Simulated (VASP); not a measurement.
A run of VASP 6.6.1 is set up as follows.

File INCAR:

```
SYSTEM = TiSi16
PREC = Accurate ; ENCUT = 520
EDIFF = 1E-6 ; ISMEAR = 0
SIGMA = 0.02 ; LREAL = Auto
LASPH = .TRUE. ; NELM = 60
ALGO = Normal ; ISIF = 2
LWAVE = .FALSE. ; LCHARG = .FALSE.
GGA = PE ; NBANDS = 52
```

KPOINTS

```
regular mesh
0
G
  2 2 2
  0 0 0
```

File POSCAR:

```
TiSi16
1.0
    0.0000000000      5.4300000000      5.4300000000
    5.4300000000      0.0000000000      5.4300000000
    5.4300000000      5.4300000000      0.0000000000
Si Ti
16 1
Direct
   -0.0014076443     -0.0137625535      0.0159473731
    0.1265509329      0.1194412413      0.1378693565
   -0.0058086857     -0.0032234600      0.5115994405
    0.1235426196      0.1189051638      0.6336245271
    0.0040120480      0.5004643287      0.0146572851
    0.1188715319      0.6242435219      0.1392122639
   -0.0016705707      0.5013810893      0.5010224708
    0.1270893509      0.6229761362      0.6339305628
    0.4992502769     -0.0034097486      0.0042185274
    0.6160202216      0.1188534983      0.1377998049
    0.4969771363     -0.0033602602      0.5114491106
    0.6235522867      0.1184926772      0.6336120561
    0.4816236907      0.4998815119      0.0138942809
    0.6200245780      0.6226976166      0.1374460870
    0.4995144305      0.4890087329      0.5110855696
    0.6157124018      0.6229437689      0.6332471844
    0.8699890947      0.3727928353     -0.1126380007
```

Potentials or basis: VASP PAW PBE potentials, release 64 (Si, Ti_sv).

The run is started by

```bash
$ cat potpaw_PBE.64/Si/POTCAR potpaw_PBE.64/Ti_sv/POTCAR > POTCAR
$ mpirun -np 1 vasp_std > vasp.out
```

(1) Estimate the band gap on the k mesh.

(2) What does it give for the largest force?

(3) Predict the pressure.

Answers

(1) zero (band 38 reaches 6.96 eV, above the bottom of band 39 at 6.56 eV).

(2) 0.007 eV/Å.

(3) 4.0 GPa.

Caveat: the k points lie up to 0.50 Å⁻¹ apart.
